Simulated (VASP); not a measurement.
Input of a VASP 6.6.1 run:

Contents of INCAR:

```
SYSTEM = SrO
ALGO = Normal
EDIFF = 1E-6
ENCUT = 520
GGA = CA
ISIF = 2
ISMEAR = -1
LASPH = .True.
LCHARG = .False.
LREAL = .False.
LWAVE = .False.
NBANDS = 15
NELM = 100
PREC = Accurate
SIGMA = 0.02
```

Contents of KPOINTS:

```
k-points
0
Gamma
  8 8 8
  0 0 0
```

Contents of POSCAR:

```
SrO
1.0
    0.0000000000      2.5698000000      2.5698000000
    2.5698000000      0.0000000000      2.5698000000
    2.5698000000      2.5698000000      0.0000000000
Sr O
1 1
Direct
    0.0000000000      0.0000000000      0.0000000000
    0.5000000000      0.5000000000      0.5000000000
```

Potentials or basis: VASP PAW LDA potentials, release 64 (Sr_sv, O).

Launch:

```bash
$ cat potpaw_LDA.64/Sr_sv/POTCAR potpaw_LDA.64/O/POTCAR > POTCAR
$ mpirun -np 1 vasp_std > vasp.out
```

(1) Predict the band gap on the k mesh.

(2) Predict the pressure.

Answers

(1) 3.10 eV, indirect (least direct gap 3.18 eV).

(2) -3.5 GPa.
